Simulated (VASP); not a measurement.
Here is a VASP 6.6.1 calculation.

The input INCAR:

```
  ALGO = Normal
  EDIFF = 1E-6
  ENCUT = 520
  ISIF = 2
  ISMEAR = -1
  LASPH = True
  LCHARG = True
  LELF = True
  LREAL = False
  LVHAR = True
  LWAVE = False
  NBANDS = 18
  NELM = 100
  PREC = Accurate
  SIGMA = 0.1
```

The input KPOINTS:

```
k-points
0
Gamma
  10 10 8
```

Contents of POSCAR:

```
HgPt
1.0
    2.9710000000      0.0000000000      0.0000000000
    0.0000000000      2.9710000000      0.0000000000
    0.0000000000      0.0000000000      3.8250000000
Hg Pt
1 1
Direct
    0.0000000000      0.0000000000      0.0000000000
    0.5000000000      0.5000000000      0.5000000000
```

Potentials or basis: VASP PAW LDA potentials, release 64 (Hg, Pt).

Run with:

```console
$ cat potpaw_LDA.64/Hg/POTCAR potpaw_LDA.64/Pt/POTCAR > POTCAR
$ mpirun -np 1 vasp_std > vasp.out
```

(1) What does it give for the band gap on the k mesh?

(2) Estimate the pressure.

Results:

(1) zero (band 11 reaches 9.85 eV, above the bottom of band 12 at 5.93 eV).

(2) 0.4 GPa.

Caveat: spin-orbit coupling is left out, which moves the levels of the heavy elements.
